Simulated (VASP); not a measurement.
WC (CsCl type), 2 atoms in the cell. Symmetry: Pm-3m, No. 221, cubic system. Conventional cell: a = 2.613 Å, b = 2.613 Å, c = 2.613 Å, α = 90.00°, β = 90.00°, γ = 90.00°. W (site symmetry m-3m) has 8 C at 2.26 Å and 6 W at 2.61 Å within 3.0 Å. C (site symmetry m-3m) has 8 W at 2.26 Å and 6 C at 2.61 Å within 3.0 Å.  This cell differs from its parent crystal: volume scaled by 0.88.

| Quantity | Value |
| --- | --- |
| Program | VASP 6.6.1 |
| Task | single point |
| Functional | PBE |
| Potentials or basis | VASP PAW PBE potentials, release 64 (W_sv, C) |
| Cutoff | 520 eV |
| k mesh | 15 × 15 × 15 |
| Occupations | fermi-dirac, width 0.08 eV |
| Spin | no spin polarisation |
| Dipole correction | no |
| Further INCAR settings | ALGO = Normal; EDIFF = 1e-06; NBANDS = 16 |

Potentials or basis: VASP PAW PBE potentials, release 64 (W_sv, C).

The run is started by

```sh
$ cat potpaw_PBE.64/W_sv/POTCAR potpaw_PBE.64/C/POTCAR > POTCAR
$ mpirun -np 1 vasp_std > vasp.out
```

Hardware: 1 thread of Intel(R) Xeon(R) Platinum 8559C (Emerald Rapids), on a shared host.

Q: How long does it take, and how much memory?

A: It took 14 s on 1 thread of Intel(R) Xeon(R) Platinum 8559C (Emerald Rapids), on a shared host, peak memory 0.14 GiB. Counts: scf iterations 12, k points 120.
